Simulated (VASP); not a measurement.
A run of VASP 6.6.1:

The input INCAR:

```
PREC = Accurate ; ENCUT = 520
EDIFF = 1E-6 ; ISMEAR = -1
SIGMA = 0.02 ; LREAL = F
LASPH = T ; NELM = 100
ALGO = Normal ; ISIF = 2
LWAVE = F ; LCHARG = F
GGA = PE ; NBANDS = 16
```

The input KPOINTS:

```
regular mesh
0
Gamma
  12 12 6
```

File POSCAR:

```
AlN
1.0
    3.0756268226      0.0000000000      0.0000000000
   -1.5378134113      2.6635709609      0.0000000000
    0.0000000000      0.0000000000      4.9288056364
Al N
2 2
Direct
    0.3333333333      0.6666666667     -0.0033962569
    0.6666666667      0.3333333333      0.4966037431
    0.3333333333      0.6666666667      0.3783962569
    0.6666666667      0.3333333333      0.8783962569
```

Potentials or basis: VASP PAW PBE potentials, release 64 (Al, N).

Launch:

```bash
$ cat potpaw_PBE.64/Al/POTCAR potpaw_PBE.64/N/POTCAR > POTCAR
$ mpirun -np 1 vasp_std > vasp.out
```

Hardware: 1 thread of Intel(R) Xeon(R) 6975P-C (Granite Rapids) (shared host).

How long does it take, and how much memory?

It took 15 s on 1 thread of Intel(R) Xeon(R) 6975P-C (Granite Rapids) (shared host), peak memory 0.17 GiB. Counts: scf iterations 13, k points 76.
